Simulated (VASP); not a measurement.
## Hf2C: single point with PBE

Hf2C:

```xyz
3
Lattice="2.0844 1.2034 3.0988 -2.0844 1.2034 3.0988 0.0000 -2.4069 3.0988" Properties=species:S:1:pos:R:3 pbc="T T T"
Hf    0.0000    0.0000    2.3419
Hf    0.0000    0.0000    6.9545
C     0.0000    0.0000    0.0000
```

* Program: VASP 6.6.1
* Task: single point
* Functional: PBE
* Potentials or basis: VASP PAW PBE potentials, release 64 (Hf_pv, C)
* Cutoff: 520 eV
* k mesh: 6 × 6 × 6
* Occupations: gaussian, width 0.1 eV
* Spin: no spin polarisation

```yaml
Pressure: -0.8 GPa
Largest_force: 0.015 eV/Å
Band_gap_on_the_k_mesh: zero (band 12 reaches 6.46 eV, above the bottom of band 13 at 4.92 eV)
```

Forces in eV/Å, atoms in the order of the input:
```
Hf   0.000  0.000 -0.015
Hf   0.000  0.000  0.015
C    0.000  0.000  0.000
```

Stress tensor (GPa, compression positive):
```
-0.87  0.00  0.00
 0.00 -0.87  0.00
 0.00  0.00 -0.71
```

Levels at points of the mesh, in eV from the Fermi level:
| k point | band 8 | band 9 | band 10 | band 11 | band 12 | band 13 | band 14 | band 15 | band 16 | band 17 |
| --- | --- | --- | --- | --- | --- | --- | --- | --- | --- | --- |
| (0.00, 0.00, 0.00) | -4.99 | -4.99 | -4.58 | -2.06 | -2.06 | -1.12 | 4.70 | 4.70 | 5.46 | 5.86 |
| (0.50, 0.00, 0.00) | -5.17 | -3.67 | -3.43 | -0.03 | 0.42 | 0.80 | 1.48 | 1.88 | 2.19 | 2.45 |
| (0.50, 0.50, 0.00) | -6.02 | -2.64 | -2.51 | -2.44 | -1.28 | -0.83 | 3.13 | 3.17 | 3.27 | 3.39 |
| (0.50, 0.50, 0.50) | -4.51 | -3.58 | -3.58 | -0.38 | 0.20 | 0.20 | 2.01 | 2.47 | 2.47 | 2.74 |

Run time: 12 s on 1 thread of Intel(R) Xeon(R) 6975P-C (Granite Rapids), with other jobs on the host, peak memory 0.18 GiB.

Caveat: spin-orbit coupling is left out, which moves the levels of the heavy elements.
